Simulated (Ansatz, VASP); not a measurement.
## SnTe: VASP beside Ansatz

```
Sn Te
1.0
     0.00000    3.65192    3.65192
     3.65192    0.00000    3.65192
     3.65192    3.65192    0.00000
Sn Te
1 1
Direct
  0.00000 0.00000 0.00000
  0.75000 0.75000 0.75000
```

Alike in both runs: task single point; functional r2SCAN; k mesh 8 × 8 × 8; occupations gaussian, width 0.05 eV; no spin polarisation.

|  | VASP | Ansatz |
| --- | --- | --- |
| version | VASP 6.6.1 | Ansatz 0.2.0 |
| potentials or method | VASP PAW PBE potentials, release 64 (Sn_d, Te), cutoff 550 eV | scalar-relativistic, plane waves, PAW |
| valence electrons in the cell | 20 | 30 |

Ansatz gave:

```
gap on the k mesh at the Fermi level (eV) : 0.26
least direct gap on the mesh (eV)         : 0.93
pressure (GPa)                            : -1.3
```

Problem. Which values does VASP return?

Solution. gap on the k mesh at the Fermi level (eV): 0.25; least direct gap on the mesh (eV): 0.93; pressure (GPa): -1.4.

VASP's potentials were made for PBE, not for r2SCAN. The functional is the same, so the differences come from potentials, cutoffs and numerics. VASP's potentials hold 20 valence electrons a cell and Ansatz's 30, so a difference there can come from the potentials and not from the codes.

Neither program's run includes spin-orbit coupling.
